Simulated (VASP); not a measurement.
Write the native input for VASP 6.6.1 that does the following.

| Property | Result |
| --- | --- |
| Task | single point |
| Functional | PBE |
| Potentials or basis | VASP PAW PBE potentials, release 64 (Hf_pv, N) |
| Cutoff | 520 eV |
| k mesh | 6 × 6 × 2 |
| Occupations | gaussian, width 0.2 eV |
| Spin | no spin polarisation |
| Dipole correction | no |
| Further INCAR settings | ALGO = Normal; EDIFF = 1e-07; NBANDS = 40 |

The structure of HfN lies in POSCAR:

```
HfN
1.0
    3.4837113197      0.0000000000      0.0000000000
   -1.7418556598      3.0169825023      0.0000000000
    0.0000000000      0.0000000000     11.3301143474
Hf N
4 4
Direct
    0.3333333333      0.6666666667      0.4995161194
    0.3333333333      0.6666666667      0.9995161194
    0.6666666667      0.3333333333      0.2495161194
    0.6666666667      0.3333333333      0.7495161194
    0.3333333333      0.6666666667      0.1870513456
    0.3333333333      0.6666666667      0.6870513456
    0.6666666667      0.3333333333      0.4370513456
    0.6666666667      0.3333333333      0.9370513456
```

The input as run:

INCAR

```
SYSTEM = HfN
PREC = Accurate
ENCUT = 520
EDIFF = 1E-7
ISMEAR = 0
SIGMA = 0.2
LREAL = .FALSE.
LASPH = .TRUE.
NELM = 80
ALGO = Normal
ISIF = 2
LWAVE = .FALSE.
LCHARG = .FALSE.
GGA = PE
NBANDS = 40
```

KPOINTS

```
Automatic mesh
0
G
  6 6 2
  0 0 0
```

Potentials or basis: VASP PAW PBE potentials, release 64 (Hf_pv, N).

Run with:

```console
$ cat potpaw_PBE.64/Hf_pv/POTCAR potpaw_PBE.64/N/POTCAR > POTCAR
$ mpirun -np 1 vasp_std > vasp.out
```

It gave:

```
Pressure               : -1.1 GPa
Largest force          : 0.116 eV/Å
Band gap on the k mesh : zero (bands 30 and 31 overlap by 1.12 eV)
```

Caveat: spin-orbit coupling is left out, which moves the levels of the heavy elements.

Run time: 80 s on 1 thread of Intel Xeon 8259CL, with other jobs on the host, peak memory 0.26 GiB.
